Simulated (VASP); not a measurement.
# Ti12Si in VASP: single point with PBE+D3(BJ)

Aim: the single point of Ti12Si with PBE+D3(BJ).

All numbers are computed with VASP 6.6.1; they aren't measurements. Logs are shortened: lines on timing, memory, paths and dates and some standing lists are left out, and cuts for length are marked.

## (1) The cell of the first run

The cell holds a slab with vacuum, 13 atoms: a = 5.710 Å, b = 5.710 Å, c = 21.593 Å, α = 90.00°, β = 90.00°, γ = 120.00°.

## (2) Single point, PBE+D3(BJ)

INCAR reads:

```
PREC     = Accurate       # precision mode
ENCUT    = 520            # plane-wave cutoff, eV
EDIFF    = 1E-6           # SCF threshold, eV
ISMEAR   = 0              # smearing method
SIGMA    = 0.1            # smearing width, eV
LREAL    = False          # projectors in reciprocal space
LASPH    = True           # aspherical terms in the spheres
NELM     = 100            # most SCF steps
ALGO     = Normal         # electronic algorithm
ISIF     = 2              # what is computed and relaxed
LWAVE    = False          # write WAVECAR
LCHARG   = True           # write CHGCAR
LDIPOL   = True         
IDIPOL   = 3            
DIPOL    = 0.5 0.5 0.308
GGA      = PE             # functional
IVDW     = 12             # dispersion correction
LELF     = True           # ELF
LVHAR    = True         
LVACPOTAV= True         
NBANDS   = 86             # bands
```

KPOINTS reads:

```
Automatic mesh
0
Gamma
  6 6 1
```

POSCAR reads:

```
Ti12Si
1.0
    5.7099611434      0.0000000000      0.0000000000
   -2.8549805717      4.9449714048      0.0000000000
    0.0000000000      0.0000000000     21.5932633302
Ti Si
12 1
Direct
    0.3333333333      0.1666666667      0.1852429593
    0.3333333333      0.6666666667      0.1852429593
    0.8333333333      0.1666666667      0.1852429593
    0.8333333333      0.6666666667      0.1852429593
    0.1666666667      0.3333333333      0.2894365806
    0.1666666667      0.8333333333      0.2894365806
    0.6666666667      0.3333333333      0.2894365806
    0.6666666667      0.8333333333      0.2894365806
    0.0000000000      0.0000000000      0.3933293083
    0.0000000000      0.5000000000      0.3933293083
    0.5000000000      0.0000000000      0.3933293083
    0.5000000000      0.5000000000      0.3933293083
    0.3333333333      0.1666666667      0.5368926018
```

Potentials or basis: VASP PAW PBE potentials, release 64 (Ti_sv, Si).

The run is started by

```
cat potpaw_PBE.64/Ti_sv/POTCAR potpaw_PBE.64/Si/POTCAR > POTCAR
mpirun -np 1 vasp_std > vasp.out
```

OUTCAR:

```text
PREC = Accurate
   ENCUT = 520
   EDIFF = 1E-6
   ISMEAR = 0
   LREAL = False
   LASPH = True
   NELM = 100
   ISIF = 2
   GGA = PE
   IVDW = 12
 IVDW          = 12

 ion  position               nearest neighbor table
   1  0.333  0.167  0.185-   5 2.79   6 2.79   7 2.79   4 2.85   2 2.85   2 2.85   4 2.85   3 2.85
                             3 2.85
   2  0.333  0.667  0.185-   6 2.79   5 2.79   8 2.79   3 2.85   1 2.85   1 2.85   3 2.85   4 2.85
                             4 2.85
   3  0.833  0.167  0.185-   7 2.79   8 2.79   5 2.79   4 2.85   2 2.85   4 2.85   2 2.85   1 2.85
                             1 2.85
   4  0.833  0.667  0.185-   8 2.79   7 2.79   6 2.79   3 2.85   1 2.85   3 2.85   1 2.85   2 2.85
                             2 2.85
   5  0.167  0.333  0.289-   9 2.78  12 2.78  10 2.78   1 2.79   2 2.79   3 2.79   8 2.85   6 2.85
                             6 2.85   8 2.85   7 2.85   7 2.85
   6  0.167  0.833  0.289-  10 2.78  11 2.78   9 2.78   2 2.79   1 2.79   4 2.79   7 2.85   5 2.85
                             5 2.85   7 2.85   8 2.85   8 2.85
   7  0.667  0.333  0.289-  11 2.78  10 2.78  12 2.78   3 2.79   4 2.79   1 2.79   8 2.85   6 2.85
                             8 2.85   6 2.85   5 2.85   5 2.85
   8  0.667  0.833  0.289-  12 2.78   9 2.78  11 2.78   4 2.79   3 2.79   2 2.79   7 2.85   5 2.85
                             7 2.85   5 2.85   6 2.85   6 2.85
   9  0.000  0.000  0.393-   5 2.78   8 2.78   6 2.78  10 2.85  12 2.85  10 2.85  12 2.85  11 2.85
                            11 2.85
  10  0.000  0.500  0.393-   6 2.78   7 2.78   5 2.78   9 2.85  11 2.85   9 2.85  11 2.85  12 2.85
                            12 2.85
  11  0.500  0.000  0.393-   7 2.78   6 2.78   8 2.78  10 2.85  12 2.85  12 2.85  10 2.85   9 2.85
                             9 2.85
  12  0.500  0.500  0.393-   8 2.78   5 2.78   7 2.78   9 2.85  11 2.85  11 2.85   9 2.85  10 2.85
                            10 2.85
  13  0.333  0.167  0.537-

  LATTYP: Found a hexagonal cell.
 ALAT       =     5.7099611434
 C/A-ratio  =     3.7816830602

  Lattice vectors:

 A1 = (   5.7099611434,   0.0000000000,   0.0000000000)
 A2 = (  -2.8549805717,   4.9449714048,   0.0000000000)
 A3 = (   0.0000000000,   0.0000000000,  21.5932633302)

Analysis of symmetry for initial positions (statically):
=====================================================================
 Subroutine PRICEL returns:
 Original cell was already a primitive cell.

 Routine SETGRP: Setting up the symmetry group for a
 hexagonal supercell.

 Subroutine GETGRP returns: Found  6 space group operations
 (whereof  2 operations were pure point group operations)
 out of a pool of 24 trial point group operations.

The static configuration has the point symmetry C_1h.
 The point group associated with its full space group is C_3v.

Analysis of symmetry for dynamics (positions and initial velocities):
=====================================================================
 Subroutine PRICEL returns:
 Original cell was already a primitive cell.

 Routine SETGRP: Setting up the symmetry group for a
 hexagonal supercell.

 Subroutine GETGRP returns: Found  6 space group operations
 (whereof  2 operations were pure point group operations)
 out of a pool of 24 trial point group operations.

The dynamic configuration has the point symmetry C_1h.
 The point group associated with its full space group is C_3v.

 Subroutine INISYM returns: Found  6 space group operations
 (whereof  2 operations are pure point group operations),
 and found     1 'primitive' translations

----------------------------------------------------------------------------------------

                                     Primitive cell

  volume of cell :     609.6986

  direct lattice vectors                    reciprocal lattice vectors
     5.709961143  0.000000000  0.000000000     0.175132540  0.101112819  0.000000000
    -2.854980572  4.944971405  0.000000000     0.000000000  0.202225639  0.000000000
     0.000000000  0.000000000 21.593263330     0.000000000  0.000000000  0.046310740

  length of vectors
     5.709961143  5.709961143 21.593263330     0.202225639  0.202225639  0.046310740

  position of ions in fractional coordinates (direct lattice)
     0.333333333  0.166666667  0.185242959
     0.333333333  0.666666667  0.185242959
     0.833333333  0.166666667  0.185242959
     0.833333333  0.666666667  0.185242959
     0.166666667  0.333333333  0.289436581
     0.166666667  0.833333333  0.289436581
[... 35 lines left out ...]
     0.029188757  0.016852137  0.000000000     0.166666667 -0.000000000  0.000000000
     0.000000000  0.033704273  0.000000000     0.000000000  0.166666667  0.000000000
     0.000000000  0.000000000  0.046310740     0.000000000  0.000000000  1.000000000

  Length of vectors
     0.033704273  0.033704273  0.046310740

  Shift w.r.t. Gamma in fractional coordinates (k-lattice)
     0.000000000  0.000000000  0.000000000

 Subroutine IBZKPT returns following result:
 ===========================================

 Found      7 irreducible k-points:

 Following reciprocal coordinates:
            Coordinates               Weight
  0.000000  0.000000  0.000000      1.000000
  0.166667 -0.000000  0.000000      6.000000
  0.333333  0.000000  0.000000      6.000000
  0.500000  0.000000  0.000000      3.000000
  0.166667  0.166667  0.000000      6.000000
  0.333333  0.166667  0.000000     12.000000
  0.333333  0.333333  0.000000      2.000000
   k-points           NKPTS =      7   k-points in BZ     NKDIM =      7   number of bands    NBANDS=     86
   number of dos      NEDOS =    301   number of ions     NIONS =     13
   total plane-waves  NPLWV = 285768
   dimension x,y,z NGX =    42 NGY =   42 NGZ =  162
   dimension x,y,z NGXF=    84 NGYF=   84 NGZF=  324
   ions per type =              12   1
   NGX,Y,Z   is equivalent  to a cutoff of  12.23, 12.23, 12.47 a.u.
   NGXF,Y,Z  is equivalent  to a cutoff of  24.46, 24.46, 24.94 a.u.
 SYSTEM =  unknown system
   PREC   = accura    normal or accurate (medium, high low for compatibility)
   ISTART =      0    job   : 0-new  1-cont  2-samecut
   ICHARG =      2    charge: 1-file 2-atom 10-const
   ISPIN  =      1    spin polarized calculation?
   LNONCOLLINEAR =      F non collinear calculations
   LSORBIT =      F    spin-orbit coupling
   LASPH  =      T    aspherical Exc in radial PAW
   ENCUT  =  520.0 eV  38.22 Ry    6.18 a.u.  10.62 10.62 40.15*2*pi/ulx,y,z
   NELM   =    100;   NELMIN=  2; NELMDL= -5     # of ELM steps
   EDIFF  = 0.1E-05   stopping-criterion for ELM
   LREAL  =      F    real-space projection
[... 7 lines left out ...]
   TEBEG  =    0.0;   TEEND  =   0.0 temperature during run
   PSTRESS=    0.0 pullay stress
   NELECT =     148.0000    total number of electrons
   NUPDOWN=      -1.0000    fix difference up-down
   EMIN   =  10.00;   EMAX   =-10.00  energy-range for DOS
   EFERMI =   0.00;   METHOD = LEGACY
   ISMEAR =     0;   SIGMA  =   0.10  broadening in eV -4-tet -1-fermi 0-gaus
   EFERMI_NEDOS =   21; number of points for ismear=-14 and -15
   IALGO  =     38    algorithm
   IMIX   =      4    mixing-type and parameters
     AMIX     =   0.40;   BMIX     =  1.00
     AMIX_MAG =   1.60;   BMIX_MAG =  1.00
  volume/ion in A,a.u.               =      46.90       316.50
  Fermi-wavevector in a.u.,A,eV,Ry     =   1.021230  1.929845 14.189668  1.042911
  Thomas-Fermi vector in A             =   2.154843
   LORBIT       =      0    0 simple, 1 ext, 2 COOP (PROOUT), +10 PAW based schemes
   GGA     = PE    functional components
   LHFCALC =     F    Hartree Fock is set to
   AEXX    =    0.0000 exact exchange contribution
   IVDW    =    12    specifies the selected vdW correction
   LEPSILON=     F    determine dielectric tensor
   LRPA    =     F    only Hartree local field effects (RPA)
 non-spin polarized calculation
 Gauss-broadening in eV      SIGMA  =   0.10
  energy-cutoff  :      520.00
  volume of cell :      609.70
 maximum number of plane-waves:     16485
   NGX = 21   NGY = 21   NGZ = 81

 dipolmoment           0.000000      0.000000      0.001740 electrons x Angstroem

 number of electron     147.9999946 magnetization

 dipolmoment           0.000000      0.000000     -0.021645 electrons x Angstroem

 Free energy of the ion-electron system (eV)
  ---------------------------------------------------
  ext. energy  EPLUGINS =         0.00000000
  ---------------------------------------------------
  free energy    TOTEN  =       -89.94397455 eV

  energy without entropy =      -89.83005479  energy(sigma->0) =      -89.88701467

 E-fermi :   0.2845     XC(G=0):  -5.2846

 val. band max:        0.2669836208   @ k =   0.3333   0.1667   0.0000
 cond. band min:       0.3007523456   @ k =   0.3333   0.1667   0.0000
 fundamental gap:      0.0337687248
 Fermi energy:         0.2845355702

 k-point     1 :       0.0000    0.0000    0.0000
  band No.  band energies     occupation
      1     -56.5599      2.00000
      2     -56.4862      2.00000
      3     -56.4530      2.00000
      4     -56.4530      2.00000
      5     -56.4512      2.00000
      6     -56.3801      2.00000
[... 612 lines left out ...]
     85       0.8017      0.00000
     86       1.0789      0.00000

------------------------ aborting loop because EDIFF is reached ----------------------------------------

 Edisp (eV)   -5.54504

 E8    (eV) :    -2.7238

  FORCE on cell =-STRESS in cart. coord.  units (eV):
  Direction    XX          YY          ZZ          XY          YZ          ZX
  --------------------------------------------------------------------------------------
  -------------------------------------------------------------------------------------
  Total      -3.23249    -3.23249    -7.01667     0.00000     0.00000     0.00000
  in kB      -8.49439    -8.49439   -18.43854     0.00000     0.00000     0.00000
  external pressure =      -11.81 kB  Pullay stress =        0.00 kB

 VOLUME and BASIS-vectors are now :
 -----------------------------------------------------------------------------
  energy-cutoff  :      520.00
  volume of cell :      609.70
      direct lattice vectors                 reciprocal lattice vectors
     5.709961143  0.000000000  0.000000000     0.175132540  0.101112819  0.000000000
    -2.854980572  4.944971405  0.000000000     0.000000000  0.202225639  0.000000000
     0.000000000  0.000000000 21.593263330     0.000000000  0.000000000  0.046310740

 POSITION                                       TOTAL-FORCE (eV/Angst)
 -----------------------------------------------------------------------------------
      1.42749      0.82416      4.00000        -0.000000     -0.000000      0.061250
     -0.00000      3.29665      4.00000        -0.006988     -0.004035      0.074095
      4.28247      0.82416      4.00000        -0.000000      0.008069      0.074095
      2.85498      3.29665      4.00000         0.006988     -0.004035      0.074095
      0.00000      1.64832      6.24988        -0.061809      0.035685     -0.225057
     -1.42749      4.12081      6.24988        -0.000000     -0.071371     -0.225057
      2.85498      1.64832      6.24988         0.061809      0.035685     -0.225057
      1.42749      4.12081      6.24988        -0.000000     -0.000000     -0.269776
      0.00000      0.00000      8.49326         0.299826      0.173104      0.834129
     -1.42749      2.47249      8.49326        -0.000000     -0.000000      0.652747
      2.85498      0.00000      8.49326        -0.299826      0.173104      0.834129
      1.42749      2.47249      8.49326        -0.000000     -0.346209      0.834129
      1.42749      0.82416     11.59326        -0.000000     -0.000000     -2.493720
 -----------------------------------------------------------------------------------
    total drift:                               -0.000006      0.000004     -0.001050

  FREE ENERGIE OF THE ION-ELECTRON SYSTEM (eV)
  ---------------------------------------------------
  free  energy   TOTEN  =       -95.4890190489 eV

  energy  without entropy=      -95.3750992839  energy(sigma->0) =      -95.43205917

 vacuum level on the upper side and lower side of the slab         4.797         4.936
```

It took 28 min on 1 thread of Intel Xeon Platinum 8259CL at 2.50GHz (Skylake/Cascade Lake), shared host; peak memory 0.72 GiB.

What came out:

- Free energy: -95.4890 eV
- Largest force: 2.494 eV/Å
- Band gap on the k mesh: zero (bands 74 and 75 overlap by 0.70 eV)
- Dispersion energy per atom: -0.427 eV

Forces on the atoms (eV/Å):
```
Ti   0.000  0.000  0.061
Ti  -0.007 -0.004  0.074
Ti   0.000  0.008  0.074
Ti   0.007 -0.004  0.074
Ti  -0.062  0.036 -0.225
Ti   0.000 -0.071 -0.225
Ti   0.062  0.036 -0.225
Ti   0.000  0.000 -0.270
Ti   0.300  0.173  0.834
Ti   0.000  0.000  0.653
Ti  -0.300  0.173  0.834
Ti   0.000 -0.346  0.834
Si   0.000  0.000 -2.494
```

Levels at points of the mesh, in eV from the Fermi level:
```csv
k point,band 71,band 72,band 73,band 74,band 75,band 76
"(0.00, 0.00, 0.00)",0.23,0.27,0.49,0.49,0.50,0.62
"(0.50, 0.00, 0.00)",-0.48,-0.36,-0.35,-0.27,-0.19,-0.04
```
